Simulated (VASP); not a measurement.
## HC12: single point with PBE

HC12, a slab with vacuum:

```
C H
1.0
     5.05093    0.00000    0.00000
     0.00000    5.05093    0.00000
     0.00000    0.00000   22.37549
C H
24 2
Direct
  0.00000 0.25000 0.17877
  0.00000 0.75000 0.17877
  0.50000 0.25000 0.17877
  0.50000 0.75000 0.17877
  0.00000 0.00000 0.21867
  0.00000 0.50000 0.21867
  0.50000 0.00000 0.21867
  0.50000 0.50000 0.21867
  0.25000 0.00000 0.25858
  0.25000 0.50000 0.25858
  0.75000 0.00000 0.25858
  0.75000 0.50000 0.25858
  0.25000 0.25000 0.29760
  0.25000 0.75000 0.29760
  0.75000 0.25000 0.29760
  0.75000 0.75000 0.29760
  0.00000 0.25000 0.33949
  0.00000 0.75000 0.33949
  0.50000 0.25000 0.33949
  0.50000 0.75000 0.33949
  0.00000 0.00000 0.37432
  0.00000 0.50000 0.37432
  0.50000 0.00000 0.37432
  0.50000 0.50000 0.37432
  0.88309 0.37500 0.45163
  0.11691 0.37500 0.45163
```

```yaml
Program: VASP 6.6.1
Task: single point
Functional: PBE
Potentials_or_basis: VASP PAW PBE potentials, release 64 (C, H)
Cutoff: 520 eV
k_mesh: 5 × 5 × 1
Occupations: gaussian, width 0.05 eV
Spin: no spin polarisation
```

| Quantity | Value |
| --- | --- |
| Largest force | 2.956 eV/Å |
| Band gap on the k mesh | zero (bands 49 and 50 overlap by 0.27 eV) |

Forces on the atoms (eV/Å):
```
C    0.000  0.032  2.125
C    0.000 -0.033  2.131
C    0.000  0.044  2.080
C    0.000 -0.044  2.054
C    0.000 -0.003 -2.614
C    0.000  0.003 -2.603
C    0.000 -0.055 -2.366
C    0.000  0.036 -2.447
C    0.039  0.043  0.245
C    0.166 -0.024  0.268
C   -0.039  0.043  0.245
C   -0.166 -0.024  0.268
C    0.135  0.102  0.054
C    0.112 -0.179  0.133
C   -0.135  0.102  0.054
C   -0.112 -0.179  0.133
C    0.000 -0.308  0.465
C    0.000  0.626  0.536
C    0.000 -0.020 -0.234
C    0.000  0.016  0.024
C    0.000  0.234  0.426
C    0.000 -0.830  0.280
C    0.000  0.200  0.004
C    0.000 -0.241  0.303
H    2.841  0.230 -0.782
H   -2.841  0.230 -0.782
```

Levels at points of the mesh, in eV from the Fermi level:
| k point | band 47 | band 48 | band 49 | band 50 | band 51 | band 52 |
| --- | --- | --- | --- | --- | --- | --- |
| (0.00, 0.00, 0.00) | -0.71 | -0.51 | -0.22 | -0.14 | -0.11 | 0.52 |

It took 36 min on 1 thread of Intel Xeon 8259CL, on a shared host, peak memory 0.63 GiB.
